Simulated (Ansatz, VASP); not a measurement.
One calculation of MgO, two programs

INCAR

```
SYSTEM = MgO
ALGO = Normal ; EDIFF = 1E-6
ENCUT = 520 ; GGA = PE
ISIF = 2 ; ISMEAR = -1
LASPH = .True. ; LCHARG = .True.
LELF = .True. ; LREAL = .False.
LVHAR = .True. ; LWAVE = .False.
NBANDS = 11 ; NELM = 100
PREC = Accurate ; SIGMA = 0.05
```

KPOINTS

```
k-points
0
Gamma
  16 16 16
  0 0 0
```

Contents of POSCAR:

```
MgO
1.0
    0.0000000000      2.1479784625      2.1479784625
    2.1479784625      0.0000000000      2.1479784625
    2.1479784625      2.1479784625      0.0000000000
Mg O
1 1
Direct
    0.0000000000      0.0000000000      0.0000000000
    0.5000000000      0.5000000000      0.5000000000
```

Input for Ansatz:

```yaml
crystal:
  lattice:
    - [0.0, 2.1479784625, 2.1479784625]
    - [2.1479784625, 0.0, 2.1479784625]
    - [2.1479784625, 2.1479784625, 0.0]
  atoms:
    - { symbol: Mg, position: [0.0, 0.0, 0.0] }
    - { symbol: O, position: [0.5, 0.5, 0.5] }
kpoints:
  mp_grid: { grid: [16, 16, 16] }
scf:
  occupations: { method: fermi_dirac, width: 0.05 }
hamiltonian:
  xc: pbe
  pseudopotentials: { kind: all_electron, lapw: { basis_error: 0.001 } }
output:
  forces: true
  stress: true
  eigenvalues: true
```

Change from the starting cell: volume scaled by 1.03.

Alike in both runs: task single point; functional PBE; k mesh 16 × 16 × 16; occupations fermi-dirac, width 0.05 eV; no spin polarisation.

|  | VASP | Ansatz |
| --- | --- | --- |
| version | VASP 6.6.1 | Ansatz 0.2.0 |
| potentials or method | VASP PAW PBE potentials, release 64 (Mg, O), cutoff 520 eV | all-electron LAPW, scalar-relativistic |

|  | VASP | Ansatz | Ansatz less VASP |
| --- | --- | --- | --- |
| gap on the k mesh at the Fermi level (eV) | 4.17 | 4.18 | +0.013 |
| pressure (GPa) | -4.9 | -4.1 | +0.81 |

Ansatz ran all-electron here, and VASP with PAW potentials.
